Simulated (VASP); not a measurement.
Crystal: C.

```
C
1.0
     0.00000    2.12700    3.34800
     1.22800    0.00000    3.34800
     1.22800    2.12700    0.00000
C
2
Direct
  0.16667 0.83333 0.16667
  0.83333 0.16667 0.83333
```

```yaml
Program: VASP 6.6.1
Task: relaxation of cell and atoms
Functional: PBEsol
Potentials_or_basis: VASP PAW PBE potentials, release 64 (C)
Cutoff: 600 eV
k_mesh: 14 × 14 × 14
Occupations: gaussian, width 0.02 eV
Spin: no spin polarisation
```

At the start: pressure 1.7 GPa; volume 8.74 Å³/atom.

Q: How do energy, volume and symmetry change on relaxing?

A: Over 19 steps the energy falls by 3.0 meV/atom and the volume is 9.50 Å³/atom (+8.7 %); space group Fmmm (No. 69, to 0.05 Å).

Step by step:
```csv
step,energy change (eV),largest force (eV/Å),pressure (GPa),volume (Å³)
1,0.0000,0.0327,1.71,17.49
2,0.0007,0.1409,-2.21,17.73
3,-0.0005,0.0378,0.15,17.58
4,-0.0012,0.0900,-0.14,17.68
5,-0.0014,0.2275,-0.43,17.79
6,-0.0016,0.2211,-0.45,17.80
7,-0.0020,0.2022,-0.45,17.85
8,-0.0028,0.1643,-0.31,17.93
9,-0.0040,0.0887,-0.14,18.11
10,-0.0053,0.0622,0.15,18.46
11,-0.0054,0.1282,0.33,18.62
12,-0.0054,0.1876,0.47,18.76
13,-0.0058,0.0524,0.32,18.95
14,-0.0059,0.0006,0.20,19.03
15,-0.0059,0.0237,0.34,18.99
16,-0.0059,0.0109,0.27,19.01
17,-0.0059,0.0104,0.09,19.01
18,-0.0059,0.0101,-0.04,19.01
19,-0.0059,0.0025,-0.03,19.01
```

Final structure:
```
CELL_PARAMETERS angstrom
0.00000 2.13044 3.62684
1.23014 0.00000 3.62684
1.23014 2.13044 0.00000
ATOMIC_POSITIONS crystal
C 0.16670 0.83330 0.16670
C 0.83330 0.16670 0.83330
```

Caveat: the PAW data sets were made with another functional, which shifts forces and pressure a little.
